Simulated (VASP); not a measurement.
**Te2Pt (Moncheite): single point with RPBE**

The system is Te2Pt (Moncheite).

```xyz
3
Lattice="4.0100 0.0000 0.0000 -2.0050 3.4728 0.0000 0.0000 0.0000 5.2010" Properties=species:S:1:pos:R:3 pbc="T T T"
Pt    0.0000    0.0000    0.0000
Te    2.0050    1.1576    3.9007
Te    0.0000    2.3152    1.3002
```

| Property | Result |
| --- | --- |
| Program | VASP 6.6.1 |
| Task | single point |
| Functional | RPBE |
| Potentials or basis | VASP PAW PBE potentials, release 64 (Pt, Te) |
| Cutoff | 500 eV |
| k mesh | 8 × 8 × 5 |
| Occupations | fermi-dirac, width 0.05 eV |
| Spin | no spin polarisation |
| Dipole correction | no |
| Further INCAR settings | ALGO = Normal; EDIFF = 1e-06; NBANDS = 18 |

```
Pressure               : 10.4 GPa
Largest force          : 1.052 eV/Å
Band gap on the k mesh : zero (band 11 reaches 10.23 eV, above the bottom of band 12 at 8.92 eV)
```

Forces on the atoms (eV/Å):
```
Pt   0.000  0.000  0.000
Te   0.000  0.000 -1.052
Te   0.000  0.000  1.052
```

Stress tensor (GPa, compression positive):
```
11.07  0.00  0.00
 0.00 11.07  0.00
 0.00  0.00  9.18
```

Levels at points of the mesh, in eV from the Fermi level:
```
           k point  band 8  band 9  band 10  band 11  band 12  band 13  band 14  band 15
(0.00, 0.00, 0.00)   -2.87   -0.69    -0.69     1.06     1.06     1.25     2.63     4.35
(0.50, 0.00, 0.00)   -3.82   -3.69    -3.59    -3.03     0.14     2.52     3.60     5.21
```

Wall time 49 s on 1 thread of Intel(R) Xeon(R) Platinum 8488C (Sapphire Rapids) (shared host), peak memory 0.2 GiB.

Caveat: the PAW data sets were made with another functional, which shifts forces and pressure a little; spin-orbit coupling is left out, which moves the levels of the heavy elements.
